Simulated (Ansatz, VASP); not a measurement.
# Two plane-wave programs on Sb

The input POSCAR:

```
Sb
1.0
    3.1703505502      0.0000000000      0.0000000000
   -1.5851752751      2.7456041154      0.0000000000
    0.0000000000      0.0000000000      6.0188664407
Sb
2
Direct
    0.3333333333      0.6666666667      0.2500000000
    0.6666666667      0.3333333333      0.7500000000
```

Contents of INCAR.step1:

```
SYSTEM = Sb
  ALGO = Normal
  EDIFF = 1E-4
  ENCUT = 520
  GGA = PE
  ISMEAR = 0
  LASPH = .TRUE.
  LCHARG = .FALSE.
  LREAL = .FALSE.
  LWAVE = .TRUE.
  NBANDS = 12
  NELM = 100
  PREC = Accurate
  SIGMA = 0.15
```

File INCAR.step2:

```
SYSTEM = Sb
  ALGO = Normal
  EDIFF = 1E-6
  ENCUT = 520
  ISIF = 2
  ISMEAR = 0
  ISTART = 1
  LASPH = .TRUE.
  LCHARG = .FALSE.
  LMIXTAU = .TRUE.
  LREAL = .FALSE.
  LWAVE = .FALSE.
  METAGGA = R2SCAN
  NBANDS = 12
  NELM = 100
  PREC = Accurate
  SIGMA = 0.15
```

File KPOINTS:

```
k-points
0
G
  18 18 10
  0 0 0
```

Input for Ansatz:

```yaml
crystal:
  lattice:
    - [3.1703505502, 0.0, 0.0]
    - [-1.5851752751, 2.7456041154, 0.0]
    - [0.0, 0.0, 6.0188664407]
  atoms:
    - { symbol: Sb, position: [0.3333333333, 0.6666666667, 0.25] }
    - { symbol: Sb, position: [0.6666666667, 0.3333333333, 0.75] }
basis:
  ecutwfc: 500
kpoints:
  mp_grid: { grid: [18, 18, 10] }
hamiltonian:
  xc: r2scan
scf:
  occupations: { method: gaussian, width: 0.15 }
output:
  forces: true
  stress: true
  eigenvalues: true
```

Alike in both runs: task single point; functional r2SCAN; k mesh 18 × 18 × 10; occupations gaussian, width 0.15 eV; no spin polarisation.

|  | VASP | Ansatz |
| --- | --- | --- |
| version | VASP 6.6.1 | Ansatz 0.2.0 |
| potentials or method | VASP PAW PBE potentials, release 64 (Sb), cutoff 520 eV | scalar-relativistic, plane waves, PAW |
| valence electrons in the cell | 10 | 30 |

|  | VASP | Ansatz | Ansatz less VASP |
| --- | --- | --- | --- |
| gap on the k mesh at the Fermi level (eV) | none | none | - |
| pressure (GPa) | 4.4 | 4.4 | +0.05 |
| traceless stress, the component that is largest in VASP (GPa) | -4.89 | -4.84 | +0.052 |

VASP's potentials were made for PBE, not for r2SCAN. A gap of «none» marks a metal or a gap that the smearing closes. With one functional, cell and mesh, what is left measures potentials, basis and numerics. VASP's potentials hold 10 valence electrons a cell and Ansatz's 30, so a difference there can come from the potentials and not from the codes.

Neither program's run includes spin-orbit coupling.
